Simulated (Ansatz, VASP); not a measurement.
# TaMo2Au2: VASP beside Ansatz

INCAR

```
SYSTEM = TaMo2Au2
PREC     = Accurate       ! precision mode
ENCUT    = 600            ! plane-wave cutoff, eV
EDIFF    = 1E-6           ! SCF threshold, eV
ISMEAR   = 0              ! smearing method
SIGMA    = 0.1            ! smearing width, eV
LREAL    = .False.        ! projectors in reciprocal space
LASPH    = .True.         ! aspherical terms in the spheres
NELM     = 80             ! most SCF steps
ALGO     = Fast           ! electronic algorithm
ISIF     = 3              ! what is computed and relaxed
LWAVE    = .False.        ! write WAVECAR
LCHARG   = .False.        ! write CHGCAR
GGA      = PE             ! functional
IBRION   = 2              ! ionic algorithm
NSW      = 100            ! ionic steps
EDIFFG   = -0.01          ! ionic threshold
```

File KPOINTS:

```
Automatic mesh
0
Gamma
  8 8 6
  0 0 0
```

POSCAR

```
TaMo2Au2
1.0
    2.6963827695     -4.4134906879      0.0000000000
    2.6963827695      4.4134906879      0.0000000000
    0.0000000000      0.0000000000      7.5211762020
Ta Mo Au
1 2 2
Direct
    0.0000000000      0.0000000000      0.5000000000
    0.0000000000      0.0000000000      0.1274336336
    0.0000000000      0.0000000000      0.8725663664
    0.0000000000      0.5000000000      0.5000000000
    0.5000000000      0.0000000000      0.5000000000
```

Input for Ansatz:

```yaml
crystal:
  lattice:
    - [2.6963827695, -4.4134906879, 0.0]
    - [2.6963827695, 4.4134906879, 0.0]
    - [0.0, 0.0, 7.521176202]
  atoms:
    - { symbol: Ta, position: [0.0, 0.0, 0.5] }
    - { symbol: Mo, position: [0.0, 0.0, 0.1274336336] }
    - { symbol: Mo, position: [0.0, 0.0, 0.8725663664] }
    - { symbol: Au, position: [0.0, 0.5, 0.5] }
    - { symbol: Au, position: [0.5, 0.0, 0.5] }
basis:
  ecutwfc: 420
kpoints:
  mp_grid: { grid: [8, 8, 6] }
hamiltonian:
  xc: pbe
scf:
  occupations: { method: gaussian, width: 0.1 }
output:
  forces: true
  stress: true
  eigenvalues: true
relax:
  adjacent_minimum: "off"
  f_tol: 0.01
  max_steps: 80
  cell: { stress_tol: 0.05 }
```

Alike in both runs: task relaxation of cell and atoms; functional PBE; k mesh 8 × 8 × 6; occupations gaussian, width 0.1 eV; no spin polarisation.

```csv
,VASP,Ansatz
version,VASP 6.6.1,Ansatz 0.2.0
potentials or method,"VASP PAW PBE potentials, release 64 (Ta_pv, Mo_sv, Au), cutoff 600 eV","scalar-relativistic, plane waves, PAW"
valence electrons in the cell,61,79
```

Ansatz gave:

| Quantity | Value |
| --- | --- |
| gap on the k mesh at the Fermi level, each at its own relaxed structure (eV) | none |
| relaxed volume (Å³/atom) | 35.73 |
| relaxed length of the cell vector where the two differ most in proportion (Å) | 7.481 |

Q: Which values does VASP return?

A: gap on the k mesh at the Fermi level, each at its own relaxed structure (eV): none; relaxed volume (Å³/atom): 35.59; relaxed length of the cell vector where the two differ most in proportion (Å): 7.449.

A gap of «none» marks a metal or a gap that the smearing closes. VASP's potentials hold 61 valence electrons a cell and Ansatz's 79, so a difference there can come from the potentials and not from the codes.

Neither program's run includes spin-orbit coupling.
